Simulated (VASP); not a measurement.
A run of VASP 6.6.1:

File INCAR:

```
SYSTEM = MgO
  PREC = Accurate
  ENCUT = 600
  EDIFF = 1E-6
  ISMEAR = -1
  SIGMA = 0.02
  LREAL = .FALSE.
  LASPH = .TRUE.
  NELM = 120
  ALGO = Normal
  ISIF = 2
  LWAVE = .FALSE.
  LCHARG = .FALSE.
  GGA = PE
  NBANDS = 11
  GGA_COMPAT = .FALSE.
```

Contents of KPOINTS:

```
regular mesh
0
G
  10 10 10
  0 0 0
```

The input POSCAR:

```
MgO
1.0
    0.0000000000      2.2516549871      2.2516549871
    2.2516549871      0.0000000000      2.2516549871
    2.2516549871      2.2516549871      0.0000000000
Mg O
1 1
Direct
    0.0000000000      0.0000000000      0.0000000000
    0.2500000000      0.2500000000      0.2500000000
```

Potentials or basis: VASP PAW PBE potentials, release 64 (Mg, O).

Run with:

```bash
$ cat potpaw_PBE.64/Mg/POTCAR potpaw_PBE.64/O/POTCAR > POTCAR
$ mpirun -np 1 vasp_std > vasp.out
```

Hardware: 1 thread of Intel(R) Xeon(R) Platinum 8559C (Emerald Rapids), on a shared host.

Problem. How long does it take, and how much memory?

Solution. Run time: 9.1 s on 1 thread of Intel(R) Xeon(R) Platinum 8559C (Emerald Rapids), on a shared host, peak memory 0.16 GiB. Counts: scf iterations 12, k points 47.
